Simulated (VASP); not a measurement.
A run of VASP 6.6.1 is set up as follows.

INCAR

```
  PREC = Accurate
  ENCUT = 500
  EDIFF = 1E-6
  ISMEAR = 0
  SIGMA = 0.1
  LREAL = F
  LASPH = T
  NELM = 120
  ALGO = Normal
  ISIF = 2
  LWAVE = F
  LCHARG = F
  GGA = PS
  NBANDS = 22
  GGA_COMPAT = F
```

File KPOINTS:

```
regular mesh
0
Gamma
  6 6 2
```

POSCAR

```
Cl
1.0
    3.5192448840      0.0000000000      0.0000000000
   -1.7596224420      3.0477554717      0.0000000000
    0.0000000000      0.0000000000     11.3502593544
Cl
4
Direct
    0.0000000000      0.0000000000      0.0000000000
    0.0000000000      0.0000000000      0.5000000000
    0.3333333333      0.6666666667      0.7500000000
    0.6666666667      0.3333333333      0.2500000000
```

Potentials or basis: VASP PAW PBE potentials, release 64 (Cl).

Run with:

```sh
$ cat potpaw_PBE.64/Cl/POTCAR > POTCAR
$ mpirun -np 1 vasp_std > vasp.out
```

(1) Predict the pressure.

(2) Predict the band gap on the k mesh.

## Answers

(1) -5.7 GPa.

(2) zero (bands 14 and 15 overlap by 0.69 eV).

Caveat: the cell stands under tension; the PAW data sets were made with another functional, which shifts forces and pressure a little.
